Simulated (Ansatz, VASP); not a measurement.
**As: VASP beside Ansatz**

Contents of POSCAR:

```
As
1.0
    2.7081184491      0.0000000000      0.0000000000
    0.0000000000      2.7081184491      0.0000000000
    0.0000000000      0.0000000000      2.7081184491
As
1
Direct
    0.0000000000      0.0000000000      0.0000000000
```

The input INCAR.step1:

```
PREC     = Accurate       # precision mode
ENCUT    = 520            # plane-wave cutoff, eV
ISMEAR   = -1             # smearing method
SIGMA    = 0.1            # smearing width, eV
LREAL    = False          # projectors in reciprocal space
LASPH    = True           # aspherical terms in the spheres
NELM     = 100            # most SCF steps
NBANDS   = 8              # bands
GGA      = PE             # functional
ALGO     = Normal         # electronic algorithm
EDIFF    = 1E-4           # SCF threshold, eV
LWAVE    = True           # write WAVECAR
LCHARG   = False          # write CHGCAR
```

The input INCAR.step2:

```
PREC     = Accurate       # precision mode
ENCUT    = 520            # plane-wave cutoff, eV
EDIFF    = 1E-6           # SCF threshold, eV
ISMEAR   = -1             # smearing method
SIGMA    = 0.1            # smearing width, eV
LREAL    = False          # projectors in reciprocal space
LASPH    = True           # aspherical terms in the spheres
NELM     = 100            # most SCF steps
ALGO     = Normal         # electronic algorithm
ISIF     = 2              # what is computed and relaxed
LWAVE    = False          # write WAVECAR
LCHARG   = False          # write CHGCAR
METAGGA  = R2SCAN         # meta-GGA
LMIXTAU  = True         
NBANDS   = 8              # bands
ISTART   = 1
```

KPOINTS

```
regular mesh
0
Gamma
  13 13 13
```

Input for Ansatz:

```yaml
crystal:
  lattice:
    - [2.7081184491, 0.0, 0.0]
    - [0.0, 2.7081184491, 0.0]
    - [0.0, 0.0, 2.7081184491]
  atoms:
    - { symbol: As, position: [0.0, 0.0, 0.0] }
hamiltonian:
  xc: r2scan
  pseudopotentials:
    kind: paw
    azcp:
      As: "pseudopotentials/As.paw.azcp"
basis:
  ecutwfc: 500
  fft_grid_basis: typed
kpoints:
  mp_grid: { grid: [13, 13, 13], shift: [0, 0, 0] }
magnetization:
  spin_polarized: false
scf:
  occupations: { method: fermi_dirac, width: 0.1 }
  lower_state_search: "off"
output:
  stress: true
  write_density: true
  write_potential: true
  elf: true
  volumetric_format: npy
```

Alike in both runs: task single point; functional r2SCAN; k mesh 13 × 13 × 13; occupations fermi-dirac, width 0.1 eV; no spin polarisation.

```csv
,VASP,Ansatz
version,VASP 6.6.1,Ansatz 0.2.0
potentials or method,"VASP PAW PBE potentials, release 64 (As), cutoff 520 eV","plane waves (500 eV) with PAW, scalar-relativistic"
valence electrons in the cell,5,15
```

```csv
,VASP,Ansatz,Ansatz less VASP
pressure (GPa),-0.1,-0.1,+0.04
```

VASP's potentials were made for PBE, not for r2SCAN. VASP's potentials hold 5 valence electrons a cell and Ansatz's 15, so a difference there can come from the potentials and not from the codes.
